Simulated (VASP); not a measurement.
Crystal: Be3TeSe2.

```
Be Te Se
1.0
     3.81867    0.04691    0.03361
     0.04691    3.78599   -0.06448
     0.14188   -0.27220   16.13076
Be Te Se
6 2 4
Cartesian
  1.8698 1.8308 3.1297
  3.8498 -0.0181 5.5694
  2.0754 1.7235 7.9069
  3.9317 -0.1809 10.6632
  2.0240 1.4078 13.1516
  0.2063 3.4583 16.2058
  0.1017 1.8889 1.4382
  2.2535 3.7270 14.6377
  2.1089 3.9285 3.9776
  3.8701 1.7502 6.8161
  1.8991 3.6059 9.2123
  3.7911 1.9390 11.9255
```

```yaml
Program: VASP 6.6.1
Task: relaxation of cell and atoms
Functional: PBE
Potentials_or_basis: VASP PAW PBE potentials, release 64 (Be, Te, Se)
Cutoff: 600 eV
k_mesh: 4 × 4 × 1
Occupations: gaussian, width 0.1 eV
Spin: no spin polarisation
```

At the start: pressure 1.6 GPa; volume 19.42 Å³/atom.

Question: Where does the relaxation end?

Answer: Over 18 steps the energy falls by 190.5 meV/atom and the volume is 19.16 Å³/atom (-1.3 %); space group P1 (No. 1, to 0.1 Å) before, P-4m2 (No. 115, to 0.1 Å).

The path:
```tsv
step	energy change (eV)	largest force (eV/Å)	pressure (GPa)	volume (Å³)
1	0.0000	4.4610	1.56	233.09
2	-1.6024	1.2595	-2.03	239.43
3	-1.6129	1.2835	-2.15	240.29
4	-2.0989	0.6814	-0.42	232.12
5	-2.1422	0.7094	0.44	229.13
6	-2.2279	0.3710	-0.13	230.56
7	-2.2337	0.3534	-0.27	231.04
8	-2.2542	0.1538	-0.02	230.07
9	-2.2576	0.2276	0.14	229.49
10	-2.2681	0.1592	0.02	229.88
11	-2.2763	0.1892	-0.20	230.65
12	-2.2832	0.1035	0.02	229.86
13	-2.2837	0.0736	0.11	229.58
14	-2.2855	0.0373	-0.01	229.98
15	-2.2855	0.0420	-0.02	230.01
16	-2.2859	0.0270	0.00	229.95
17	-2.2860	0.0251	0.01	229.89
18	-2.2863	0.0198	0.00	229.95
```

Final structure:
```
Be Te Se
1.0
     3.80363    0.00053   -0.00064
    -0.00075    3.80268    0.00231
     0.00184   -0.00133   15.89801
Be Te Se
6 2 4
Direct
  0.50376 0.50163 0.18497
  0.00107 0.00136 0.34244
  0.49818 0.49961 0.50011
  0.99654 0.99738 0.65750
  0.49847 0.49898 0.81496
  0.00168 0.00157 0.00004
  0.00374 0.50146 0.09209
  0.50106 0.99931 0.90794
  0.50164 0.00182 0.26353
  0.99892 0.50056 0.42126
  0.49705 0.99880 0.57875
  0.99789 0.49752 0.73640
```
